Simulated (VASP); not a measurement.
Set up this calculation in VASP 6.6.1, as the native input.

* Task: single point
* Functional: LDA
* Potentials or basis: VASP PAW LDA potentials, release 64 (C)
* Cutoff: 520 eV
* k mesh: 12 × 12 × 3
* Occupations: fermi-dirac, width 0.05 eV
* Spin: no spin polarisation
* Dipole correction: no
* Further INCAR settings: ALGO = Normal; EDIFF = 1e-06; NBANDS = 11

The structure of C lies in POSCAR:

```
C
1.0
    2.5043425914      0.0000000000      0.0000000000
   -1.2521712957      2.1688243040      0.0000000000
    0.0000000000      0.0000000000      8.6909792017
C
2
Direct
    0.6666666667      0.3333333333      0.0000000000
    0.3333333333      0.6666666667      0.0000000000
```

These files were run (other wordings do the same):

INCAR

```
SYSTEM = C
  PREC = Accurate
  ENCUT = 520
  EDIFF = 1E-6
  ISMEAR = -1
  SIGMA = 0.05
  LREAL = .FALSE.
  LASPH = .TRUE.
  NELM = 60
  ALGO = Normal
  ISIF = 2
  LWAVE = .FALSE.
  LCHARG = .FALSE.
  GGA = CA
  NBANDS = 11
```

KPOINTS

```
regular mesh
0
G
  12 12 3
  0 0 0
```

Potentials or basis: VASP PAW LDA potentials, release 64 (C).

Launch:

```console
$ cat potpaw_LDA.64/C/POTCAR > POTCAR
$ mpirun -np 1 vasp_std > vasp.out
```

Results of the run:

```yaml
Band_gap_on_the_k_mesh: zero (filled and empty bands touch)
```

It took 58 s on 1 thread of AMD EPYC 7R13, on a shared host, peak memory 0.11 GiB.
